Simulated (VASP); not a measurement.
# Sb3As (P-6m2) in VASP: single point with PBE

Aim: the single point of Sb3As with PBE.

Program: VASP 6.6.1. These are calculated values, not measurements. Logs are shortened: lines on timing, memory, paths and dates and some standing lists are left out, and cuts for length are marked.

## Step 1: The cell of the first run

It takes space group P-6m2 (No. 187, hexagonal). Conventional cell: a = 3.564 Å, b = 3.564 Å, c = 11.244 Å, α = 90.00°, β = 90.00°, γ = 120.00°. Within 4.6 Å of Sb (site symmetry -6m2) lie 12 Sb at 3.49 to 3.56 Å. Sb (site symmetry 3m) has 3 As at 3.48 Å and 9 Sb at 3.49 to 3.56 Å within 4.6 Å. As (site symmetry -6m2) has 6 Sb at 3.48 Å and 6 As at 3.56 Å within 4.6 Å.

The cell was generated, and may not be a known phase.

## Step 2: Single point, PBE

INCAR reads:

```
SYSTEM = Sb3As
PREC = Accurate
ENCUT = 520
EDIFF = 1E-7
ISMEAR = 0
SIGMA = 0.1
LREAL = .False.
LASPH = .True.
NELM = 80
ALGO = Normal
ISIF = 2
LWAVE = .False.
LCHARG = .False.
GGA = PE
NBANDS = 18
```

KPOINTS reads:

```
regular mesh
0
Gamma
  6 6 2
  0 0 0
```

POSCAR reads:

```
Sb3As
1.0
    3.5644845000      0.0000000000      0.0000000000
   -1.7822422500      3.0869341300      0.0000000000
    0.0000000000      0.0000000000     11.2443628400
Sb As
3 1
Direct
    0.0000000000      0.0000000000      0.5000000000
    0.6666666700      0.3333333300      0.2493840000
    0.6666666700      0.3333333300      0.7506160000
    0.0000000000      0.0000000000      0.0000000000
```

Potentials or basis: VASP PAW PBE potentials, release 64 (Sb, As).

Command:

```console
$ cat potpaw_PBE.64/Sb/POTCAR potpaw_PBE.64/As/POTCAR > POTCAR
$ mpirun -np 1 vasp_std > vasp.out
```

OUTCAR:

```text
SYSTEM = Sb3As
   PREC = Accurate
   ENCUT = 520
   EDIFF = 1E-7
   ISMEAR = 0
   LREAL = .False.
   LASPH = .True.
   NELM = 80
   ISIF = 2
   GGA = PE

 ion  position               nearest neighbor table
   1  0.000  0.000  0.500-   2 3.49   3 3.49   2 3.49   3 3.49   2 3.49   3 3.49
   2  0.667  0.333  0.249-   1 3.49   1 3.49   1 3.49
   3  0.667  0.333  0.751-   1 3.49   1 3.49   1 3.49
   4  0.000  0.000  0.000-

  LATTYP: Found a hexagonal cell.
 ALAT       =     3.5644845000
 C/A-ratio  =     3.1545551229

  Lattice vectors:

 A1 = (   3.5644845000,   0.0000000000,   0.0000000000)
 A2 = (  -1.7822422500,   3.0869341300,   0.0000000000)
 A3 = (   0.0000000000,   0.0000000000,  11.2443628400)

Analysis of symmetry for initial positions (statically):
=====================================================================
 Subroutine PRICEL returns:
 Original cell was already a primitive cell.

 Routine SETGRP: Setting up the symmetry group for a
 hexagonal supercell.

 Subroutine GETGRP returns: Found 12 space group operations
 (whereof 12 operations were pure point group operations)
 out of a pool of 24 trial point group operations.

The static configuration has the point symmetry D_3h.

Analysis of symmetry for dynamics (positions and initial velocities):
=====================================================================
 Subroutine PRICEL returns:
 Original cell was already a primitive cell.

 Routine SETGRP: Setting up the symmetry group for a
 hexagonal supercell.

 Subroutine GETGRP returns: Found 12 space group operations
 (whereof 12 operations were pure point group operations)
 out of a pool of 24 trial point group operations.

The dynamic configuration has the point symmetry D_3h.

 Subroutine INISYM returns: Found 12 space group operations
 (whereof 12 operations are pure point group operations),
 and found     1 'primitive' translations

----------------------------------------------------------------------------------------

                                     Primitive cell

  volume of cell :     123.7254

  direct lattice vectors                    reciprocal lattice vectors
     3.564484500  0.000000000  0.000000000     0.280545476  0.161973006  0.000000000
    -1.782242250  3.086934130  0.000000000     0.000000000  0.323946012  0.000000000
     0.000000000  0.000000000 11.244362840     0.000000000  0.000000000  0.088933452

  length of vectors
     3.564484500  3.564484501 11.244362840     0.323946012  0.323946012  0.088933452

  position of ions in fractional coordinates (direct lattice)
     0.000000000  0.000000000  0.500000000
     0.666666670  0.333333330  0.249384000
     0.666666670  0.333333330  0.750616000
     0.000000000  0.000000000  0.000000000

  ion indices of the primitive-cell ions
   primitive index   ion index
                 1           1
                 2           2
                 3           3
                 4           4

----------------------------------------------------------------------------------------

 KPOINTS: regular mesh

Automatic generation of k-mesh.
 Grid dimensions read from file:
 generate k-points for:    6    6    2

 Generating k-lattice:

  Cartesian coordinates                     Fractional coordinates (reciprocal lattice)
     0.046757579  0.026995501  0.000000000     0.166666667 -0.000000000  0.000000000
     0.000000000  0.053991002  0.000000000     0.000000000  0.166666667  0.000000000
     0.000000000  0.000000000  0.044466726     0.000000000  0.000000000  0.500000000

  Length of vectors
     0.053991002  0.053991002  0.044466726

  Shift w.r.t. Gamma in fractional coordinates (k-lattice)
     0.000000000  0.000000000  0.000000000

 Subroutine IBZKPT returns following result:
 ===========================================

 Found     14 irreducible k-points:

 Following reciprocal coordinates:
            Coordinates               Weight
  0.000000  0.000000  0.000000      1.000000
  0.166667  0.000000  0.000000      6.000000
  0.333333 -0.000000  0.000000      6.000000
  0.500000  0.000000  0.000000      3.000000
  0.166667  0.166667  0.000000      6.000000
  0.333333  0.166667  0.000000     12.000000
  0.333333  0.333333  0.000000      2.000000
  0.000000  0.000000  0.500000      1.000000
  0.166667  0.000000  0.500000      6.000000
  0.333333 -0.000000  0.500000      6.000000
  0.500000  0.000000  0.500000      3.000000
  0.166667  0.166667  0.500000      6.000000
  0.333333  0.166667  0.500000     12.000000
  0.333333  0.333333  0.500000      2.000000
   k-points           NKPTS =     14   k-points in BZ     NKDIM =     14   number of bands    NBANDS=     18
   number of dos      NEDOS =    301   number of ions     NIONS =      4
   total plane-waves  NPLWV =  65856
   dimension x,y,z NGX =    28 NGY =   28 NGZ =   84
   dimension x,y,z NGXF=    56 NGYF=   56 NGZF=  168
   ions per type =               3   1
   NGX,Y,Z   is equivalent  to a cutoff of  13.06, 13.06, 12.42 a.u.
   NGXF,Y,Z  is equivalent  to a cutoff of  26.12, 26.12, 24.84 a.u.
 SYSTEM =  Sb3As
   PREC   = accura    normal or accurate (medium, high low for compatibility)
   ISTART =      0    job   : 0-new  1-cont  2-samecut
   ICHARG =      2    charge: 1-file 2-atom 10-const
   ISPIN  =      1    spin polarized calculation?
   LNONCOLLINEAR =      F non collinear calculations
   LSORBIT =      F    spin-orbit coupling
   LASPH  =      T    aspherical Exc in radial PAW
   ENCUT  =  520.0 eV  38.22 Ry    6.18 a.u.   6.63  6.63 20.91*2*pi/ulx,y,z
   NELM   =     80;   NELMIN=  2; NELMDL= -5     # of ELM steps
   EDIFF  = 0.1E-06   stopping-criterion for ELM
   LREAL  =      F    real-space projection
   EDIFFG = 0.1E-05   stopping-criterion for IOM
   NSW    =      0    number of steps for IOM
   IBRION =     -1    ionic relax: 0-MD 1-quasi-New 2-CG
   NFREE  =      0    steps in history (QN), initial steepest desc. (CG)
   ISIF   =      2    stress and relaxation
   ISYM   =      2    0-nonsym 1-usesym 2-fastsym
   POTIM  = 0.5000    time-step for ionic-motion
   TEBEG  =    0.0;   TEEND  =   0.0 temperature during run
   PSTRESS=    0.0 pullay stress
   NELECT =      20.0000    total number of electrons
   NUPDOWN=      -1.0000    fix difference up-down
   EMIN   =  10.00;   EMAX   =-10.00  energy-range for DOS
   EFERMI =   0.00;   METHOD = LEGACY
   ISMEAR =     0;   SIGMA  =   0.10  broadening in eV -4-tet -1-fermi 0-gaus
   EFERMI_NEDOS =   21; number of points for ismear=-14 and -15
   IALGO  =     38    algorithm
   IMIX   =      4    mixing-type and parameters
     AMIX     =   0.40;   BMIX     =  1.00
     AMIX_MAG =   1.60;   BMIX_MAG =  1.00
  volume/ion in A,a.u.               =      30.93       208.74
  Fermi-wavevector in a.u.,A,eV,Ry     =   0.891795  1.685249 10.820698  0.795299
  Thomas-Fermi vector in A             =   2.013662
   LORBIT       =      0    0 simple, 1 ext, 2 COOP (PROOUT), +10 PAW based schemes
   GGA     = PE    functional components
   LHFCALC =     F    Hartree Fock is set to
   AEXX    =    0.0000 exact exchange contribution
   IVDW    =     0    specifies the selected vdW correction
   LEPSILON=     F    determine dielectric tensor
   LRPA    =     F    only Hartree local field effects (RPA)
 non-spin polarized calculation
 Gauss-broadening in eV      SIGMA  =   0.10
  energy-cutoff  :      520.00
  volume of cell :      123.73
 maximum number of plane-waves:      3402
 NGX is ok and might be reduce to    28
   NGX = 13   NGY = 13   NGZ = 41

 number of electron      20.0000000 magnetization

 Free energy of the ion-electron system (eV)
  ---------------------------------------------------
  ext. energy  EPLUGINS =         0.00000000
  ---------------------------------------------------
  free energy    TOTEN  =       -15.05532634 eV

  energy without entropy =      -15.04785750  energy(sigma->0) =      -15.05159192

 E-fermi :   5.6105     XC(G=0):  -9.4183

 val. band max:        5.5946505382   @ k =   0.1667   0.0000   0.0000
 cond. band min:       5.7140443665   @ k =   0.5000   0.0000   0.0000
 fundamental gap:      0.1193938283
 Fermi energy:         5.6105475209

 k-point     1 :       0.0000    0.0000    0.0000
  band No.  band energies     occupation
      1      -6.2861      2.00000
      2      -5.3936      2.00000
      3      -5.0658      2.00000
      4      -3.2447      2.00000
      5       0.9994      2.00000
      6       4.9723      2.00000
[... 10 lines left out ...]
     17      12.2608      0.00000
     18      13.1647      0.00000

 k-point     2 :       0.1667    0.0000    0.0000
  band No.  band energies     occupation
      1      -5.9163      2.00000
      2      -5.0543      2.00000
      3      -4.6768      2.00000
      4      -2.9505      2.00000
      5       1.4179      2.00000
      6       4.7723      2.00000
[... 10 lines left out ...]
     17      12.1582      0.00000
     18      12.5622      0.00000

 k-point     3 :       0.3333   -0.0000    0.0000
  band No.  band energies     occupation
      1      -4.9412      2.00000
      2      -4.1226      2.00000
      3      -3.6105      2.00000
      4      -2.3213      2.00000
      5       2.5898      2.00000
      6       2.6008      2.00000
[... 10 lines left out ...]
     17      10.6457      0.00000
     18      11.4706      0.00000

 k-point     4 :       0.5000    0.0000    0.0000
  band No.  band energies     occupation
      1      -4.2231      2.00000
      2      -3.1759      2.00000
      3      -2.7068      2.00000
      4      -2.3442      2.00000
      5       1.2212      2.00000
      6       1.3351      2.00000
[... 165 lines left out ...]
      4      -2.8134      2.00000
      5       2.6843      2.00000
      6       2.9294      2.00000
[... 10 lines left out ...]
     17      12.9259      0.00000
     18      13.0868      0.00000

 k-point    13 :       0.3333    0.1667    0.5000
  band No.  band energies     occupation
      1      -4.2652      2.00000
      2      -3.4302      2.00000
      3      -2.6584      2.00000
      4      -2.1775      2.00000
      5       1.7143      2.00000
      6       1.8964      2.00000
[... 10 lines left out ...]
     17      11.7175      0.00000
     18      12.1552      0.00000

 k-point    14 :       0.3333    0.3333    0.5000
  band No.  band energies     occupation
      1      -3.9250      2.00000
      2      -2.4157      2.00000
      3      -2.3822      2.00000
      4      -2.3425      2.00000
      5       2.1685      2.00000
      6       2.4963      2.00000
[... 10 lines left out ...]
     17      10.8715      0.00000
     18      11.4112      0.00000

------------------------ aborting loop because EDIFF is reached ----------------------------------------

  FORCE on cell =-STRESS in cart. coord.  units (eV):
  Direction    XX          YY          ZZ          XY          YZ          ZX
  --------------------------------------------------------------------------------------
  -------------------------------------------------------------------------------------
  Total       -7.1055969     -7.1055969     -4.1893839      0.0000000      0.0000000      0.0000000
  in kB      -92.0136381    -92.0136382    -54.2502569      0.0000000      0.0000000      0.0000000
  external PRESSURE =     -79.4258444 kB  Pullay stress =       0.0000000 kB

 VOLUME and BASIS-vectors are now :
 -----------------------------------------------------------------------------
  energy-cutoff  :      520.00
  volume of cell :      123.73
      direct lattice vectors                 reciprocal lattice vectors
     3.564484500  0.000000000  0.000000000     0.280545476  0.161973006  0.000000000
    -1.782242250  3.086934130  0.000000000     0.000000000  0.323946012  0.000000000
     0.000000000  0.000000000 11.244362840     0.000000000  0.000000000  0.088933452

 POSITION                                       TOTAL-FORCE (eV/Angst)
 -----------------------------------------------------------------------------------
      0.00000      0.00000      5.62218         0.000000     -0.000000      0.000000
      1.78224      1.02898      2.80416         0.000000      0.000000     -0.301423
      1.78224      1.02898      8.44020        -0.000000     -0.000000      0.301423
      0.00000      0.00000      0.00000         0.000000     -0.000000      0.000000
 -----------------------------------------------------------------------------------
    total drift:                               -0.000006      0.000004      0.000000

  FREE ENERGIE OF THE ION-ELECTRON SYSTEM (eV)
  ---------------------------------------------------
  free  energy   TOTEN  =       -15.0553263418 eV

  energy  without entropy=      -15.0478574985  energy(sigma->0) =      -15.05159192
```

Run time: 28 s. Hardware: 1 thread of AMD EPYC 7R13 (Zen 3), shared host; peak memory 0.21 GiB.

Results:

```
Free energy            : -15.0553 eV
Pressure               : -7.9 GPa
Largest force          : 0.301 eV/Å
Band gap on the k mesh : zero (bands 10 and 11 overlap by 4.65 eV)
```

Forces on the atoms (eV/Å):
```
Sb   0.000  0.000  0.000
Sb   0.000  0.000 -0.301
Sb   0.000  0.000  0.301
As   0.000  0.000  0.000
```

Caveat: the cell stands under tension; spin-orbit coupling is left out, which moves the levels of the heavy elements.

The gap in the log of VASP goes by the Fermi energy; the results here count the filled bands.